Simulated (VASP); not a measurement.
Tl: electric field gradients with LDA

Crystal: Tl.

```
Tl
1.0
    -1.92159    1.92159    1.94100
     1.92159   -1.92159    1.94100
     1.92159    1.92159   -1.94100
Tl
1
Direct
  0.00000 0.00000 0.00000
```

This cell differs from its parent crystal: equal xx and yy strain of -1 %.

```json
{"Program": "VASP 6.6.1", "Task": "electric field gradients", "Functional": "LDA", "Potentials or basis": "VASP PAW LDA potentials, release 64 (Tl_d)", "Cutoff": "520 eV", "k mesh": "13 × 13 × 13", "Occupations": "fermi-dirac, width 0.05 eV", "Spin": "no spin polarisation", "Dipole correction": "no", "Further INCAR settings": "ALGO = Normal; EDIFF = 1e-08; NBANDS = 12"}
```

| Item | Value |
| --- | --- |
| Pressure | -1.8 GPa |
| Band gap on the k mesh | zero (an odd number of electrons rules out a gap without spin polarisation) |
| Largest electric field gradient by atom | Tl -0.14 V/Å² |

Stress tensor (GPa, compression positive):
```
-1.90  0.00  0.00
 0.00 -1.90  0.00
 0.00  0.00 -1.69
```

Levels at points of the mesh, in eV from the Fermi level:
```
           k point  band 3  band 4  band 5  band 6  band 7  band 8  band 9  band 10
(0.00, 0.00, 0.00)  -11.57  -11.15  -11.13  -10.00   10.72   10.80   10.80    12.31
```

Wall time 100 s on 1 thread of Intel Xeon 8259CL (shared host), peak memory 0.19 GiB.

Caveat: the cell differs from its parent crystal (equal xx and yy strain of -1 %); without QUAD_EFG the Cq values of the log hold for a quadrupole moment of 1 mb, not for the nuclei; spin-orbit coupling is left out, which moves the levels of the heavy elements.
